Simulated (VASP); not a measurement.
# ZrS2 (P-3m1) in VASP: phonons with PBE+D3(BJ)

Aim: the phonons of ZrS2 with PBE+D3(BJ).

All numbers are computed with VASP 6.6.1; they aren't measurements. Logs are shortened: lines on timing, memory, paths and dates and some standing lists are left out, and cuts for length are marked.

### Step 1. The cell of the first run

It takes space group P-3m1 (No. 164, trigonal). Conventional cell: a = 3.630 Å, b = 3.630 Å, c = 5.850 Å, α = 90.00°, β = 90.00°, γ = 120.00°. Within 3.4 Å of Zr (site symmetry -3m) lie 6 S at 2.55 Å. Within 3.4 Å of S (site symmetry 3m) lie 3 Zr at 2.55 Å.

### Step 2. Phonons, PBE+D3(BJ)

File INCAR:

```
PREC     = Accurate       # precision mode
ENCUT    = 500            # plane-wave cutoff, eV
EDIFF    = 1E-8           # SCF threshold, eV
ISMEAR   = 0              # smearing method
SIGMA    = 0.05           # smearing width, eV
LREAL    = False          # projectors in reciprocal space
LASPH    = True           # aspherical terms in the spheres
NELM     = 120            # most SCF steps
ALGO     = Normal         # electronic algorithm
ISIF     = 2              # what is computed and relaxed
LWAVE    = False          # write WAVECAR
LCHARG   = False          # write CHGCAR
GGA      = PE             # functional
IVDW     = 12             # dispersion correction
NBANDS   = 19             # bands
IBRION   = 6              # ionic algorithm
NFREE    = 2            
POTIM    = 0.015          # step
NSW      = 1              # ionic steps
GGA_COMPAT= False
```

File KPOINTS:

```
Automatic mesh
0
Gamma
  12 12 6
```

File POSCAR:

```
ZrS2
1.0
    3.6299990406      0.0000000000      0.0000000000
   -1.8149995203      3.1436713848      0.0000000000
    0.0000000000      0.0000000000      5.8500000000
Zr S
1 2
Direct
    0.0000000000      0.0000000000      0.0000000000
    0.3333333333      0.6666666667      0.2492000000
    0.6666666667      0.3333333333      0.7508000000
```

Potentials or basis: VASP PAW PBE potentials, release 64 (Zr_sv, S).

Started as:

```
$ cat potpaw_PBE.64/Zr_sv/POTCAR potpaw_PBE.64/S/POTCAR > POTCAR
$ mpirun -np 1 vasp_std > vasp.out
```

OUTCAR:

```text
PREC = Accurate
   ENCUT = 500
   EDIFF = 1E-8
   ISMEAR = 0
   LREAL = False
   LASPH = True
   NELM = 120
   ISIF = 2
   GGA = PE
   IVDW = 12
   IBRION = 6
   NFREE = 2
   POTIM = 0.015
   NSW = 1
 IVDW          = 12

 ion  position               nearest neighbor table
   1  0.000  0.000  0.000-   2 2.55   3 2.55   2 2.55   3 2.55   3 2.55   2 2.55
   2  0.333  0.667  0.249-   1 2.55   1 2.55   1 2.55
   3  0.667  0.333  0.751-   1 2.55   1 2.55   1 2.55

  LATTYP: Found a hexagonal cell.
 ALAT       =     3.6299990406
 C/A-ratio  =     1.6115706739

  Lattice vectors:

 A1 = (   3.6299990406,   0.0000000000,   0.0000000000)
 A2 = (  -1.8149995203,   3.1436713848,   0.0000000000)
 A3 = (   0.0000000000,   0.0000000000,   5.8500000000)

Analysis of symmetry for initial positions (statically):
=====================================================================
 Subroutine PRICEL returns:
 Original cell was already a primitive cell.

 Routine SETGRP: Setting up the symmetry group for a
 hexagonal supercell.

 Subroutine GETGRP returns: Found 12 space group operations
 (whereof 12 operations were pure point group operations)
 out of a pool of 24 trial point group operations.

The static configuration has the point symmetry D_3d.

Analysis of symmetry for dynamics (positions and initial velocities):
=====================================================================
 Subroutine PRICEL returns:
 Original cell was already a primitive cell.

 Routine SETGRP: Setting up the symmetry group for a
 hexagonal supercell.

 Subroutine GETGRP returns: Found 12 space group operations
 (whereof 12 operations were pure point group operations)
 out of a pool of 24 trial point group operations.

The dynamic configuration has the point symmetry D_3d.

 Subroutine INISYM returns: Found 12 space group operations
 (whereof 12 operations are pure point group operations),
 and found     1 'primitive' translations

----------------------------------------------------------------------------------------

                                     Primitive cell

  volume of cell :      66.7574

  direct lattice vectors                    reciprocal lattice vectors
[... 124 lines left out ...]
  volume of cell :       66.76
 maximum number of plane-waves:      1727
 NGX is ok and might be reduce to    28
   NGX = 13   NGY = 13   NGZ = 21

--------------------------------------- Ionic step        1  -------------------------------------------

 number of electron      24.0000002 magnetization

 Free energy of the ion-electron system (eV)
  ---------------------------------------------------
  ext. energy  EPLUGINS =         0.00000000
  ---------------------------------------------------
  free energy    TOTEN  =       -21.38683831 eV

  energy without entropy =      -21.38683831  energy(sigma->0) =      -21.38683831

------------------------ aborting loop because EDIFF is reached ----------------------------------------

 Edisp (eV)   -1.06537

 E8    (eV) :    -0.4520
[... 319 lines left out ...]
--------------------------------------- Ionic step        9  -------------------------------------------

 number of electron      24.0000001 magnetization

 Free energy of the ion-electron system (eV)
  ---------------------------------------------------
  ext. energy  EPLUGINS =         0.00000000
  ---------------------------------------------------
  free energy    TOTEN  =       -21.38423683 eV

  energy without entropy =      -21.38423683  energy(sigma->0) =      -21.38423683

 E-fermi :   5.1643     XC(G=0):  -9.6839

 val. band max:        4.8898260351   @ k =   0.0833  -0.0000   0.0000
 cond. band min:       5.7133094136   @ k =   0.5000   0.0000   0.5000
 fundamental gap:      0.8234833785
 Fermi energy:         5.1642506300

 k-point     1 :       0.0000    0.0000    0.0000
  band No.  band energies     occupation
      1     -44.0537      2.00000
      2     -22.1375      2.00000
      3     -21.9683      2.00000
      4     -21.9683      2.00000
      5      -7.9506      2.00000
      6      -6.4039      2.00000
[... 505 lines left out ...]
      6      -6.5410      2.00000
[... 11 lines left out ...]
     18      11.9407      0.00000
     19      12.6553      0.00000

 [... further k-points ...]

------------------------ aborting loop because EDIFF is reached ----------------------------------------

 Edisp (eV)   -1.06514

 E8    (eV) :    -0.4518
[... 26 lines left out ...]
  FREE ENERGIE OF THE ION-ELECTRON SYSTEM (eV)
  ---------------------------------------------------
  free  energy   TOTEN  =       -22.4493751926 eV

  energy  without entropy=      -22.4493751926  energy(sigma->0) =      -22.44937519

 INTERNAL STRAIN TENSORS FROM DISPLACED ATOMS
 ============================================

 INTERNAL STRAIN TENSOR FOR ION    1 for displacements in x,y,z  (eV/Angst):
          X           Y           Z          XY          YZ          ZX
  --------------------------------------------------------------------------------
  x     0.00000     0.00000     0.00000     0.00000     0.00000     0.00000
  y     0.00000     0.00000     0.00000     0.00000     0.00000     0.00000
  z     0.00000     0.00000     0.00000     0.00000     0.00000     0.00000

 INTERNAL STRAIN TENSOR FOR ION    3 for displacements in x,y,z  (eV/Angst):
          X           Y           Z          XY          YZ          ZX
  --------------------------------------------------------------------------------
  x     0.00000     0.00000     0.00000    -3.72573     0.00000    10.46592
  y    -3.72573     3.72573     0.00000     0.00000    10.46592     0.00000
  z    10.05041    10.05041    15.62680     0.00000     0.00000    -0.00000

 Eigenvectors and eigenvalues of the dynamical matrix
 ----------------------------------------------------

   1 f  =    9.786368 THz    61.489561 2PiTHz  326.438087 cm-1    40.473146 meV
             X         Y         Z           dx          dy          dz
      0.000000  0.000000  0.000000     0.000000    0.000000   -0.642472
     -0.000000  2.095781  1.457820     0.000000    0.000000    0.541862
      1.815000  1.047890  4.392180    -0.000000   -0.000000    0.541862
[... 43 lines left out ...]
   9 f/i=    0.001184 THz     0.007441 2PiTHz    0.039505 cm-1     0.004898 meV
             X         Y         Z           dx          dy          dz
      0.000000  0.000000  0.000000    -0.102225   -0.759276    0.000000
     -0.000000  2.095781  1.457820    -0.060638   -0.450387    0.000000
      1.815000  1.047890  4.392180    -0.060638   -0.450387    0.000000

 ELASTIC MODULI CONTR FROM IONIC RELAXATION (kBar)
 Direction    XX          YY          ZZ          XY          YZ          ZX
 --------------------------------------------------------------------------------
 XX        -491.2484   -312.4545   -624.8154     -0.0000    251.1245      0.0000
 YY        -312.4545   -491.2484   -624.8154      0.0000   -251.1245     -0.0000
 ZZ        -624.8154   -624.8154   -971.4890     -0.0000      0.0000      0.0000
 XY          -0.0000      0.0000     -0.0000    -89.3970      0.0000    251.1245
 YZ         251.1245   -251.1245      0.0000      0.0000   -705.4326     -0.0000
 ZX           0.0000     -0.0000      0.0000    251.1245     -0.0000   -705.4323
 --------------------------------------------------------------------------------
```

It took 19 min on 1 thread of Intel Xeon Platinum 8488C (Sapphire Rapids), shared host; peak memory 0.81 GiB.

Results:

```yaml
Highest_phonon_frequency_at_Γ_LO-TO_splitting_left_out: 326 cm⁻¹
Dispersion_energy_per_atom: -0.355 eV
```

Phonon frequencies in cm⁻¹ (negative: imaginary):
```tsv
q point	frequencies
(0.000, 0.000, 0.000)	0 0 0 160 160 251 251 320 326
```
